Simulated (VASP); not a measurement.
# Se (P3_221) in VASP: notebook

The runs below take Se through relaxation of cell and atoms, relaxation of shape and atoms at fixed volume, with PBEsol.

Program: VASP 6.6.1. These are calculated values, not measurements. Logs are shortened: lines on timing, memory, paths and dates and some standing lists are left out, and cuts for length are marked.

## (1) The cell of the first run

The structure is trigonal, space group P3_221 (No. 154). The conventional cell has a = 4.056 Å, b = 4.056 Å, c = 5.108 Å, α = 90.00°, β = 90.00°, γ = 120.00°. Se (site symmetry 2) has 6 Se at 2.43 to 3.19 Å within 3.2 Å.

## (2) Relaxation of cell and atoms, PBEsol

Input file INCAR:

```
PREC = Accurate ; ENCUT = 600
EDIFF = 1E-6 ; ISMEAR = 0
SIGMA = 0.02 ; LREAL = F
LASPH = T ; NELM = 80
ALGO = Normal ; ISIF = 3
LWAVE = F ; LCHARG = F
GGA = PS ; IBRION = 2
NSW = 100 ; EDIFFG = -0.005
```

Input file KPOINTS:

```
Automatic mesh
0
Gamma
  12 12 8
```

Input file POSCAR:

```
Se
1.0
    4.0556755151      0.0000000000      0.0000000000
   -2.0278377576      3.5123180256      0.0000000000
    0.0000000000      0.0000000000      5.1078985603
Se
3
Direct
    0.2471211097      0.0000000000      0.1666666667
    0.0000000000      0.2471211097      0.8333333333
    0.7528788903      0.7528788903      0.5000000000
```

Potentials or basis: VASP PAW PBE potentials, release 64 (Se).

Command:

```
$ cat potpaw_PBE.64/Se/POTCAR > POTCAR
$ mpirun -np 1 vasp_std > vasp.out
```

OUTCAR:

```text
PREC = Accurate
   ENCUT = 600
   EDIFF = 1E-6
   ISMEAR = 0
   LREAL = F
   LASPH = T
   NELM = 80
   ISIF = 3
   GGA = PS
   IBRION = 2
   NSW = 100
   EDIFFG = -0.005

 ion  position               nearest neighbor table
   1  0.247  0.000  0.167-   3 2.43   2 2.43
   2  0.000  0.247  0.833-   3 2.43   1 2.43
   3  0.753  0.753  0.500-   1 2.43   2 2.43

  LATTYP: Found a hexagonal cell.
 ALAT       =     4.0556755151
 C/A-ratio  =     1.2594445836

  Lattice vectors:

 A1 = (   4.0556755151,   0.0000000000,   0.0000000000)
 A2 = (  -2.0278377576,   3.5123180256,   0.0000000000)
 A3 = (   0.0000000000,   0.0000000000,   5.1078985603)

Analysis of symmetry for initial positions (statically):
=====================================================================
 Subroutine PRICEL returns:
 Original cell was already a primitive cell.

 Routine SETGRP: Setting up the symmetry group for a
 hexagonal supercell.

 Subroutine GETGRP returns: Found  6 space group operations
 (whereof  2 operations were pure point group operations)
 out of a pool of 24 trial point group operations.

The static configuration has the point symmetry C_2 .
 The point group associated with its full space group is D_3 .

Analysis of symmetry for dynamics (positions and initial velocities):
=====================================================================
 Subroutine PRICEL returns:
 Original cell was already a primitive cell.

 Routine SETGRP: Setting up the symmetry group for a
 hexagonal supercell.

 Subroutine GETGRP returns: Found  6 space group operations
 (whereof  2 operations were pure point group operations)
 out of a pool of 24 trial point group operations.

The dynamic configuration has the point symmetry C_2 .
 The point group associated with its full space group is D_3 .

 Subroutine INISYM returns: Found  6 space group operations
 (whereof  2 operations are pure point group operations),
 and found     1 'primitive' translations

----------------------------------------------------------------------------------------

                                     Primitive cell

  volume of cell :      72.7611

  direct lattice vectors                    reciprocal lattice vectors
     4.055675515  0.000000000  0.000000000     0.246568049  0.142356130  0.000000000
    -2.027837758  3.512318026  0.000000000     0.000000000  0.284712259  0.000000000
     0.000000000  0.000000000  5.107898560     0.000000000  0.000000000  0.195775227

  length of vectors
     4.055675515  4.055675515  5.107898560     0.284712259  0.284712259  0.195775227

[... 105 lines left out ...]
  Thomas-Fermi vector in A             =   2.161657
   LORBIT       =      0    0 simple, 1 ext, 2 COOP (PROOUT), +10 PAW based schemes
   GGA     = PS    functional components
   LHFCALC =     F    Hartree Fock is set to
   AEXX    =    0.0000 exact exchange contribution
   IVDW    =     0    specifies the selected vdW correction
   LEPSILON=     F    determine dielectric tensor
   LRPA    =     F    only Hartree local field effects (RPA)
 conjugate gradient relaxation of ions
 non-spin polarized calculation
 Gauss-broadening in eV      SIGMA  =   0.02
  energy-cutoff  :      600.00
  volume of cell :       72.76
 maximum number of plane-waves:      2447
   NGX = 17   NGY = 17   NGZ = 21

--------------------------------------- Ionic step        1  -------------------------------------------

 number of electron      18.0000003 magnetization

 Free energy of the ion-electron system (eV)
  ---------------------------------------------------
  ext. energy  EPLUGINS =         0.00000000
  ---------------------------------------------------
  free energy    TOTEN  =       -11.56032167 eV

  energy without entropy =      -11.56032167  energy(sigma->0) =      -11.56032167

------------------------ aborting loop because EDIFF is reached ----------------------------------------

  FORCE on cell =-STRESS in cart. coord.  units (eV):
  Direction    XX          YY          ZZ          XY          YZ          ZX
  --------------------------------------------------------------------------------------
  -------------------------------------------------------------------------------------
  Total        0.0638038      0.0638038      0.1947114     -0.0000000     -0.0000000      0.0000000
  in kB        1.4049407      1.4049407      4.2874857     -0.0000000     -0.0000000      0.0000000
  external PRESSURE =       2.3657890 kB  Pullay stress =       0.0000000 kB
[... 283 lines left out ...]
--------------------------------------- Ionic step        9  -------------------------------------------

 number of electron      18.0000004 magnetization

 Free energy of the ion-electron system (eV)
  ---------------------------------------------------
  ext. energy  EPLUGINS =         0.00000000
  ---------------------------------------------------
  free energy    TOTEN  =       -11.56118482 eV

  energy without entropy =      -11.56118482  energy(sigma->0) =      -11.56118482

 E-fermi :   3.8513     XC(G=0):  -9.6924

 val. band max:        3.7560292924   @ k =   0.3333   0.3333   0.5000
 cond. band min:       4.1865052171   @ k =   0.3333   0.3333   0.5000
 fundamental gap:      0.4304759247
 Fermi energy:         3.8513316262

 k-point     1 :       0.0000    0.0000    0.0000
  band No.  band energies     occupation
      1     -12.3158      2.00000
      2      -8.2210      2.00000
      3      -8.2210      2.00000
      4       0.0647      2.00000
      5       0.3078      2.00000
      6       0.3078      2.00000
      7       1.8458      2.00000
      8       1.8458      2.00000
      9       3.1864      2.00000
     10       5.1708      0.00000
     11       5.1708      0.00000
     12       5.7748      0.00000
     13      10.0082      0.00000
[... 354 lines left out ...]
  band No.  band energies     occupation
      1     -12.0586      2.00000
      2      -9.0182      2.00000
      3      -7.4979      2.00000
      4      -0.9454      2.00000
      5      -0.2018      2.00000
      6       0.2236      2.00000
      7       1.9784      2.00000
      8       2.1678      2.00000
      9       2.7701      2.00000
     10       5.1874      0.00000
     11       5.4852      0.00000
     12       5.8933      0.00000
     13       9.7690      0.00000

 [... further k-points ...]

------------------------ aborting loop because EDIFF is reached ----------------------------------------

  FORCE on cell =-STRESS in cart. coord.  units (eV):
  Direction    XX          YY          ZZ          XY          YZ          ZX
  --------------------------------------------------------------------------------------
  -------------------------------------------------------------------------------------
  Total       -0.0067569     -0.0067569      0.0050405      0.0000000      0.0000000      0.0000000
  in kB       -0.1496857     -0.1496857      0.1116627      0.0000000      0.0000000      0.0000000
  external PRESSURE =      -0.0625696 kB  Pullay stress =       0.0000000 kB
[... 18 lines left out ...]
  FREE ENERGIE OF THE ION-ELECTRON SYSTEM (eV)
  ---------------------------------------------------
  free  energy   TOTEN  =       -11.5611848224 eV

  energy  without entropy=      -11.5611848224  energy(sigma->0) =      -11.56118482

 reached required accuracy - stopping structural energy minimisation
```

OSZICAR:

```text
N       E                     dE             d eps       ncg     rms          rms(c)
DAV:   1     0.908334654506E+02    0.90833E+02   -0.81471E+03  3406   0.131E+03
DAV:   2    -0.532100678814E+01   -0.96154E+02   -0.92635E+02  4668   0.187E+02
DAV:   3    -0.115739046161E+02   -0.62529E+01   -0.62018E+01  4166   0.543E+01
[... 58 lines left out ...]
       N       E                     dE             d eps       ncg     rms          rms(c)
DAV:   1    -0.115611906482E+02   -0.44167E-04   -0.32855E-03  3411   0.359E-01    0.409E-02
DAV:   2    -0.115611909232E+02   -0.27505E-06   -0.14289E-04  3911   0.816E-02    0.178E-02
DAV:   3    -0.115611848680E+02    0.60552E-05   -0.10665E-05  3831   0.210E-02    0.516E-03
DAV:   4    -0.115611848224E+02    0.45610E-07   -0.15994E-06  1778   0.846E-03
   9 F= -.11561185E+02 E0= -.11561185E+02  d E =-.656164E-05
```

Wall time 11 min (1 thread of Intel Xeon 8259CL, shared host); peak memory 0.3 GiB.

What came out:

- Free energy: -11.5612 eV
- Relaxed volume: 24.11 Å³/atom
- Relaxed cell: a = 4.036 Å, b = 4.036 Å, c = 5.126 Å, α = 90.00°, β = 90.00°, γ = 120.00°
- Space group after relaxing (to 0.1 Å): P3_221 (No. 154)
- Energy gained by relaxing: 0.3 meV/atom
- Ionic steps: 9
- Pressure after relaxing: 0.0 GPa
- Largest force after relaxing: 0.003 eV/Å
- Band gap on the k mesh: 0.43 eV

Forces in eV/Å, atoms in the order of the input:
```
Se  -0.003  0.000  0.000
Se   0.002 -0.003  0.000
Se   0.002  0.003  0.000
```

Step by step:
```csv
step,energy change (eV),largest force (eV/Å),pressure (GPa),volume (Å³)
1,0.0000,0.0600,0.24,72.76
2,-0.0002,0.0108,-0.30,73.14
3,-0.0004,0.0172,-0.09,72.99
4,-0.0005,0.0150,-0.07,72.89
5,-0.0007,0.0087,-0.02,72.62
6,-0.0008,0.0025,0.08,72.08
7,-0.0009,0.0025,0.04,72.30
8,-0.0008,0.0149,-0.10,72.37
9,-0.0009,0.0032,-0.01,72.32
```

Final structure:
```xyz
3
Lattice="4.0364 0.0000 0.0000 -2.0182 3.4956 0.0000 0.0000 0.0000 5.1257" Properties=species:S:1:pos:R:3 pbc="T T T"
Se    1.0072    0.0000    0.8543
Se   -0.5036    0.8723    4.2715
Se    1.5146    2.6234    2.5629
```

Caveat: the PAW data sets were made with another functional, which shifts forces and pressure a little.

## (3) Relaxation of shape and atoms at fixed volume, PBEsol (24.84 Å³/atom)

This run uses another cell than the first one, of 24.84 Å³/atom.

Input file INCAR:

```
ALGO = Normal ; EDIFF = 1E-6
EDIFFG = -0.01 ; ENCUT = 600
GGA = PS ; IBRION = 2
ISIF = 4 ; ISMEAR = 0
LASPH = True ; LCHARG = False
LREAL = False ; LWAVE = False
NELM = 60 ; NSW = 50
PREC = Accurate ; SIGMA = 0.02
```

Input file KPOINTS:

```
k-points
0
Gamma
  12 12 8
```

Input file POSCAR:

```
Se
1.0
    4.0784563938      0.0000000000      0.0000000000
   -2.0392281969      3.5320468452      0.0000000000
    0.0000000000      0.0000000000      5.1721752546
Se
3
Direct
    0.2487357192      0.0000000000      0.1666666667
    0.0000000000      0.2487357192      0.8333333333
    0.7512642808      0.7512642808      0.5000000000
```

Potentials or basis: VASP PAW PBE potentials, release 64 (Se).

Command:

```
$ cat potpaw_PBE.64/Se/POTCAR > POTCAR
$ mpirun -np 1 vasp_std > vasp.out
```

Wall time 11 min (1 thread of Intel Xeon 8259CL, shared host); peak memory 0.32 GiB.

The run converged. Its results:

```yaml
Free_energy: -11.5570 eV
Energy_gained_by_relaxing: 2.3 meV/atom
Ionic_steps: 7
Pressure_after_relaxing: -0.6 GPa
Largest_force_after_relaxing: 0.005 eV/Å
Band_gap_on_the_k_mesh: 0.50 eV (least direct gap 0.54 eV)
```

Forces on the atoms (eV/Å):
```
Se  -0.005  0.000  0.000
Se   0.002 -0.004  0.000
Se   0.002  0.004  0.000
```

The path:
```
step  energy change (eV)  largest force (eV/Å)  pressure (GPa)  volume (Å³)
   1              0.0000                0.1788           -1.75        74.51
   2             -0.0049                0.0957           -1.23        74.51
   3             -0.0068                0.0007           -0.66        74.51
   4             -0.0069                0.0112           -0.60        74.51
   5             -0.0069                0.0070           -0.63        74.51
   6             -0.0069                0.0027           -0.62        74.51
   7             -0.0070                0.0048           -0.61        74.51
```

Final structure:
```yaml
crystal:
  lattice:
    - [4.10089, 0.00000, 0.00000]
    - [-2.05044, 3.55147, 0.00000]
    - [0.00000, 0.00000, 5.11574]
  atoms:
    - { symbol: Se, position: [0.24462, 0.00000, 0.16667] }
    - { symbol: Se, position: [0.00000, 0.24462, 0.83333] }
    - { symbol: Se, position: [0.75538, 0.75538, 0.50000] }
```

Levels at points of the mesh, in eV from the valence-band top:
```tsv
k point	band 6	band 7	band 8	band 9	band 10	band 11	band 12	band 13
(0.00, 0.00, 0.00)	-3.51	-1.90	-1.90	-0.51	1.46	1.46	2.02	6.28
(0.50, 0.00, 0.00)	-3.75	-3.49	-1.53	-1.00	1.47	1.75	4.22	4.42
(0.00, 0.00, 0.50)	-3.14	-1.40	-1.40	-1.36	0.92	0.92	0.93	5.64
(0.50, 0.00, 0.50)	-4.25	-2.38	-1.87	-0.08	1.32	2.52	2.89	5.93
```

Caveat: the PAW data sets were made with another functional, which shifts forces and pressure a little. A k mesh can miss the band edges.
